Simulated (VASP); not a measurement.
Here is a VASP 6.6.1 calculation.

Contents of INCAR:

```
PREC     = Accurate       # precision mode
ENCUT    = 520            # plane-wave cutoff, eV
EDIFF    = 1E-7           # SCF threshold, eV
ISMEAR   = -1             # smearing method
SIGMA    = 0.01           # smearing width, eV
LREAL    = False          # projectors in reciprocal space
LASPH    = True           # aspherical terms in the spheres
NELM     = 80             # most SCF steps
ALGO     = Normal         # electronic algorithm
ISIF     = 2              # what is computed and relaxed
LWAVE    = False          # write WAVECAR
LCHARG   = False          # write CHGCAR
GGA      = PE             # functional
NBANDS   = 44             # bands
```

File KPOINTS:

```
Automatic mesh
0
Gamma
  5 5 5
```

Contents of POSCAR:

```
CO2
1.0
    5.6200000000      0.0000000000      0.0000000000
    0.0000000000      5.6200000000      0.0000000000
    0.0000000000      0.0000000000      5.6200000000
C O
4 8
Direct
    0.0000000000      0.0000000000      0.0000000000
    0.5000000000      0.0000000000      0.5000000000
    0.5000000000      0.5000000000      0.0000000000
    0.0000000000      0.5000000000      0.5000000000
    0.1200163792      0.1200163792      0.1200163792
    0.3799836208      0.8799836208      0.6200163792
    0.6200163792      0.3799836208      0.8799836208
    0.8799836208      0.6200163792      0.3799836208
    0.8799836208      0.8799836208      0.8799836208
    0.6200163792      0.1200163792      0.3799836208
    0.3799836208      0.6200163792      0.1200163792
    0.1200163792      0.3799836208      0.6200163792
```

Potentials or basis: VASP PAW PBE potentials, release 64 (C, O).

The run is started by

```console
$ cat potpaw_PBE.64/C/POTCAR potpaw_PBE.64/O/POTCAR > POTCAR
$ mpirun -np 1 vasp_std > vasp.out
```

(1) Predict the pressure.

(2) Predict the band gap on the k mesh.

(3) Estimate the largest force.

## Answers

(1) 2.9 GPa.

(2) 6.77 eV.

(3) 0.653 eV/Å.

Caveat: this functional lacks dispersion, which holds the molecules together, so the pressure and a relaxed volume are unreliable; an odd mesh through Γ misses points on the zone boundary, where band edges can lie.
